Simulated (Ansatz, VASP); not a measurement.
**Yb in VASP and in Ansatz**

```
CELL_PARAMETERS angstrom
0.00000 2.75415 2.75415
2.75415 0.00000 2.75415
2.75415 2.75415 0.00000
ATOMIC_POSITIONS crystal
Yb 0.00000 0.00000 0.00000
```

Alike in both runs: task single point; functional BLYP; k mesh 17 × 17 × 17; occupations fermi-dirac, width 0.1 eV; no spin polarisation.

|  | VASP | Ansatz |
| --- | --- | --- |
| version | VASP 6.6.1 | Ansatz 0.2.0 |
| potentials or method | VASP PAW PBE potentials, release 64 (Yb), cutoff 520 eV | plane waves (420 eV) with PAW, scalar-relativistic |
| valence electrons in the cell | 24 | 24 |

VASP gave:

```
pressure (GPa) : -2.1
```

What did Ansatz give for the same quantities?

Pressure (GPa): -1.5.

VASP's potentials were made for PBE, not for BLYP. The functional is the same, so the differences come from potentials, cutoffs and numerics.

Spin-orbit coupling is off throughout.
